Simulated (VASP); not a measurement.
# Al32Cu (a cell with a defect) in VASP: single point with PBE

Aim: the single point of Al32Cu (a cell with a defect) with PBE.

Everything below comes from runs of VASP 6.6.1. Logs are shortened: lines on timing, memory, paths and dates and some standing lists are left out, and cuts for length are marked.

**1. The cell of the first run**

The cell holds a defect, 33 atoms: a = 8.100 Å, b = 8.100 Å, c = 8.100 Å, α = 90.00°, β = 90.00°, γ = 90.00°.

**2. Single point, PBE**

The input, INCAR:

```
  PREC = Accurate
  ENCUT = 520
  EDIFF = 1E-6
  ISMEAR = -1
  SIGMA = 0.15
  LREAL = Auto
  LASPH = True
  NELM = 60
  ALGO = Normal
  ISIF = 2
  LWAVE = False
  LCHARG = False
  GGA = PE
  NBANDS = 76
```

The input, KPOINTS:

```
regular mesh
0
Gamma
  2 2 2
```

The input, POSCAR:

```
Al32Cu
1.0
    8.1000000000      0.0000000000      0.0000000000
    0.0000000000      8.1000000000      0.0000000000
    0.0000000000      0.0000000000      8.1000000000
Al Cu
32 1
Direct
    0.5000714812      0.0092856808     -0.0000966496
    0.7407363480      0.2506600989     -0.0001006392
    0.7472416457      0.0030522508      0.2526722799
   -0.0000647814      0.0415373470      0.0001841225
    0.2592495763      0.2506556684     -0.0000996144
    0.5000757893      0.4907736513     -0.0001032653
    0.7104093346      0.7496260082      0.0001546510
    0.2527530279      0.0029939955      0.2526126015
    0.4999913920      0.2500087200      0.2530704477
    0.7468261465      0.4970643073      0.2530902773
    0.4999876715      0.0032859221      0.5000106053
    0.7468747646      0.2500013923      0.5000007537
    0.7474427265      0.0028564400      0.7473011424
   -0.0000499366      0.4619109724      0.0001337827
    0.2900070544      0.7496115373      0.0001607791
    0.0000226236      0.2506654685      0.2592443695
    0.2531769278      0.4971138783      0.2530411355
    0.5000744663      0.7502439483      0.2592389415
    0.0000208943      0.0092872949      0.4997329924
    0.2531454818      0.2499957520      0.5000031202
    0.4999932287      0.4970240293      0.4999912129
    0.7407377561      0.7502417776      0.4997263650
    0.2525479972      0.0027933486      0.7473648965
    0.4999890744      0.2499900359      0.7468012541
    0.7469890437      0.4972305290      0.7468530196
   -0.0000542004      0.7496403458      0.2890891716
    0.0000232659      0.4907693867      0.4997207811
    0.2592484657      0.7502393000      0.4997281965
    0.0000216492      0.2506503834      0.7407306585
    0.2530107251      0.4972843045      0.7469056060
    0.5000726070      0.7502370488      0.7407336026
   -0.0000603502      0.7495946319      0.7094856433
    0.0002661034      0.7521828439     -0.0009025414
```

Potentials or basis: VASP PAW PBE potentials, release 64 (Al, Cu).

On the command line:

```
$ cat potpaw_PBE.64/Al/POTCAR potpaw_PBE.64/Cu/POTCAR > POTCAR
$ mpirun -np 1 vasp_std > vasp.out
```

OUTCAR:

```text
PREC = Accurate
   ENCUT = 520
   EDIFF = 1E-6
   ISMEAR = -1
   LREAL = Auto
   LASPH = True
   NELM = 60
   ISIF = 2
   GGA = PE

 ion  position               nearest neighbor table
   1  0.500  0.009  1.000-  15 2.71   7 2.71   2 2.76   5 2.76  24 2.83   9 2.83   3 2.86  13 2.86
                             8 2.86  23 2.86  31 2.97  18 2.97
   2  0.741  0.251  1.000-   4 2.70  14 2.71   6 2.75   1 2.76  24 2.83   9 2.83  10 2.86  25 2.86
                             3 2.87  13 2.87  29 2.97  16 2.97
   3  0.747  0.003  0.253-   9 2.83  12 2.83  11 2.83  19 2.86  22 2.86   1 2.86  18 2.86   2 2.87
                            16 2.87   4 2.91   7 2.91  26 2.91
   4  1.000  0.042  0.000-  33 2.34  16 2.70   2 2.70   5 2.70  29 2.70   3 2.91   8 2.91  13 2.91
                            23 2.91  26 3.33   7 3.33  15 3.33  32 3.34
   5  0.259  0.251  1.000-   4 2.70  14 2.71   6 2.75   1 2.76  24 2.83   9 2.83  17 2.86  30 2.86
                             8 2.87  23 2.87  29 2.97  16 2.97
   6  0.500  0.491  1.000-  15 2.70   7 2.70   2 2.75   5 2.75  24 2.83   9 2.83  10 2.86  25 2.86
                            17 2.86  30 2.86  31 2.97  18 2.97
   7  0.710  0.750  0.000-  33 2.35   6 2.70  18 2.70  31 2.71   1 2.71  10 2.91  25 2.91   3 2.91
                            13 2.91  14 3.31  26 3.31  32 3.32   4 3.33
   8  0.253  0.003  0.253-   9 2.83  20 2.83  11 2.83  19 2.86  28 2.86   1 2.86  18 2.86   5 2.87
                            16 2.87   4 2.91  15 2.91  26 2.91
   9  0.500  0.250  0.253-  11 2.83  20 2.83  12 2.83  10 2.83  17 2.83  21 2.83   1 2.83   5 2.83
[... 32 lines left out ...]
                            27 2.87  32 2.91   7 2.91  14 2.91
  26  1.000  0.750  0.289-  33 2.35  27 2.70  22 2.71  28 2.71  19 2.71  10 2.91  17 2.91   3 2.91
                             8 2.91  14 3.30   7 3.31  15 3.32   4 3.33
  27  0.000  0.491  0.500-  32 2.70  26 2.70  16 2.75  29 2.76  20 2.83  12 2.83  10 2.86  17 2.86
                            25 2.87  30 2.87  28 2.97  22 2.97
  28  0.259  0.750  0.500-  32 2.70  26 2.71  18 2.76  31 2.76  11 2.83  21 2.83  17 2.86   8 2.86
                            30 2.87  23 2.87  19 2.97  27 2.97
  29  0.000  0.251  0.741-   4 2.70  14 2.71  27 2.76  19 2.76  20 2.83  12 2.83  25 2.86  30 2.86
                            13 2.87  23 2.87   5 2.97   2 2.97
  30  0.253  0.497  0.747-  21 2.83  20 2.83  24 2.83  29 2.86   5 2.86  31 2.86   6 2.86  28 2.87
                            27 2.87  32 2.91  15 2.91  14 2.91
  31  0.500  0.750  0.741-  15 2.70   7 2.71  22 2.76  28 2.76  11 2.83  21 2.83  25 2.86  13 2.86
                            30 2.86  23 2.86   1 2.97   6 2.97
  32  1.000  0.750  0.709-  33 2.35  27 2.70  22 2.70  28 2.70  19 2.70  25 2.91  30 2.91  13 2.91
                            23 2.91  14 3.31   7 3.32  15 3.33   4 3.34
  33  0.000  0.752  0.999-   4 2.34  32 2.35  15 2.35   7 2.35  26 2.35  14 2.35

  LATTYP: Found a simple cubic cell.
 ALAT       =     8.1000000000

  Lattice vectors:

 A1 = (   8.1000000000,   0.0000000000,   0.0000000000)
 A2 = (   0.0000000000,   8.1000000000,   0.0000000000)
 A3 = (   0.0000000000,   0.0000000000,   8.1000000000)
[... 186 lines left out ...]
   EFERMI =   0.00;   METHOD = LEGACY
   ISMEAR =    -1;   SIGMA  =   0.15  broadening in eV -4-tet -1-fermi 0-gaus
   EFERMI_NEDOS =   21; number of points for ismear=-14 and -15
   IALGO  =     38    algorithm
   IMIX   =      4    mixing-type and parameters
     AMIX     =   0.40;   BMIX     =  1.00
     AMIX_MAG =   1.60;   BMIX_MAG =  1.00
  volume/ion in A,a.u.               =      16.10       108.68
  Fermi-wavevector in a.u.,A,eV,Ry     =   0.959513  1.813218 12.526422  0.920666
  Thomas-Fermi vector in A             =   2.088716
   LORBIT       =      0    0 simple, 1 ext, 2 COOP (PROOUT), +10 PAW based schemes
   GGA     = PE    functional components
   LHFCALC =     F    Hartree Fock is set to
   AEXX    =    0.0000 exact exchange contribution
   IVDW    =     0    specifies the selected vdW correction
   LEPSILON=     F    determine dielectric tensor
   LRPA    =     F    only Hartree local field effects (RPA)
 non-spin polarized calculation
  energy-cutoff  :      520.00
  volume of cell :      531.44
 maximum number of plane-waves:     14400
   NGX = 31   NGY = 31   NGZ = 31

 number of electron     106.9999994 magnetization

 Free energy of the ion-electron system (eV)
  ---------------------------------------------------
  ext. energy  EPLUGINS =         0.00000000
  ---------------------------------------------------
  free energy    TOTEN  =      -123.18640065 eV

  energy without entropy =     -122.30926865  energy(sigma->0) =     -122.74783465

 E-fermi :   7.8882     XC(G=0): -10.2990

 val. band max:        7.7879711159   @ k =   0.0000   0.0000   0.5000
 cond. band min:       7.9715826876   @ k =   0.0000   0.0000   0.0000
 fundamental gap:      0.1836115717
 Fermi energy:         7.8882297618

 k-point     1 :       0.0000    0.0000    0.0000
  band No.  band energies     occupation
      1      -3.0675      2.00000
      2      -0.9964      2.00000
      3      -0.9963      2.00000
      4      -0.7451      2.00000
      5      -0.7450      2.00000
      6      -0.7450      2.00000
[... 533 lines left out ...]
     64      11.2180      0.00000
     65      11.3863      0.00000
 [bands above 65 left out]

------------------------ aborting loop because EDIFF is reached ----------------------------------------

  FORCE on cell =-STRESS in cart. coord.  units (eV):
  Direction    XX          YY          ZZ          XY          YZ          ZX
  --------------------------------------------------------------------------------------
  -------------------------------------------------------------------------------------
  Total        9.4910131      9.4855081      9.4873472     -0.0006442      0.0015479     -0.0012287
  in kB       28.6133100     28.5967134     28.6022579     -0.0019420      0.0046664     -0.0037042
  external PRESSURE =      28.6040938 kB  Pullay stress =       0.0000000 kB

 VOLUME and BASIS-vectors are now :
 -----------------------------------------------------------------------------
  energy-cutoff  :      520.00
  volume of cell :      531.44
      direct lattice vectors                 reciprocal lattice vectors
     8.100000000  0.000000000  0.000000000     0.123456790  0.000000000  0.000000000
     0.000000000  8.100000000  0.000000000     0.000000000  0.123456790  0.000000000
     0.000000000  0.000000000  8.100000000     0.000000000  0.000000000  0.123456790

 POSITION                                       TOTAL-FORCE (eV/Angst)
 -----------------------------------------------------------------------------------
      4.05058      0.07521      8.09922         0.000548      0.020450     -0.000672
      5.99996      2.03035      8.09918        -0.021255      0.003176      0.000555
      6.05266      0.02472      2.04665        -0.003481      0.002049      0.004044
      8.09948      0.33645      0.00149        -0.000761     -0.021983      0.001477
      2.09992      2.03031      8.09919         0.021571      0.003210      0.000535
      4.05061      3.97527      8.09916         0.000871     -0.020062     -0.000810
[... 25 lines left out ...]
      8.09951      6.07172      5.74683         0.000287      0.002969      0.013202
      0.00216      6.09268      8.09269        -0.001079     -0.008759      0.003865
 -----------------------------------------------------------------------------------
    total drift:                                0.000811      0.000544     -0.004437

  FREE ENERGIE OF THE ION-ELECTRON SYSTEM (eV)
  ---------------------------------------------------
  free  energy   TOTEN  =      -123.1864006528 eV

  energy  without entropy=     -122.3092686527  energy(sigma->0) =     -122.74783465
```

stdout:

```text
POSCAR found type information on POSCAR AlCu
 POSCAR found :  2 types and      33 ions
 scaLAPACK will be used
 LDA part: xc-table for (Slater+PW92), standard interpolation
 POSCAR, INCAR and KPOINTS ok, starting setup
 FFT: planning ... GRIDC
 FFT: planning ... GRID_SOFT
 FFT: planning ... GRID
 WAVECAR not read
 entering main loop
```

It took 5.5 min on 1 thread of AMD EPYC 9R45 (Zen 5), shared host; peak memory 0.55 GiB.

What came out:

```
Free energy            : -123.1864 eV
Pressure               : 2.9 GPa
Largest force          : 0.022 eV/Å
Band gap on the k mesh : zero (an odd number of electrons rules out a gap without spin polarisation)
```

Forces on the atoms (eV/Å):
```
Al   0.001  0.020 -0.001
Al  -0.021  0.003  0.001
Al  -0.003  0.002  0.004
Al  -0.001 -0.022  0.001
Al   0.022  0.003  0.001
Al   0.001 -0.020 -0.001
Al   0.009  0.003 -0.001
Al   0.003  0.003  0.004
Al   0.000  0.000  0.001
Al  -0.001 -0.002  0.002
Al   0.000  0.000  0.000
Al   0.000  0.000  0.000
Al  -0.005  0.003 -0.004
Al   0.000  0.002 -0.002
Al  -0.010  0.003 -0.001
Al   0.000  0.003  0.021
Al   0.001 -0.003  0.002
Al   0.000  0.002  0.020
Al   0.000  0.020 -0.002
Al   0.000  0.000  0.000
Al   0.000 -0.001  0.000
Al  -0.020  0.000 -0.001
Al   0.005  0.003 -0.004
Al   0.000  0.000 -0.001
Al  -0.002 -0.003 -0.001
Al   0.001  0.003 -0.009
Al   0.000 -0.020 -0.002
Al   0.020  0.000 -0.001
Al   0.000  0.003 -0.021
Al   0.002 -0.004 -0.001
Al   0.000  0.001 -0.020
Al   0.000  0.003  0.013
Cu  -0.001 -0.009  0.004
```

Caveat: the k points lie up to 0.39 Å⁻¹ apart, too coarse for converged energies and pressures of a metal.

The gap in the log of VASP goes by the Fermi energy; the results here count the filled bands.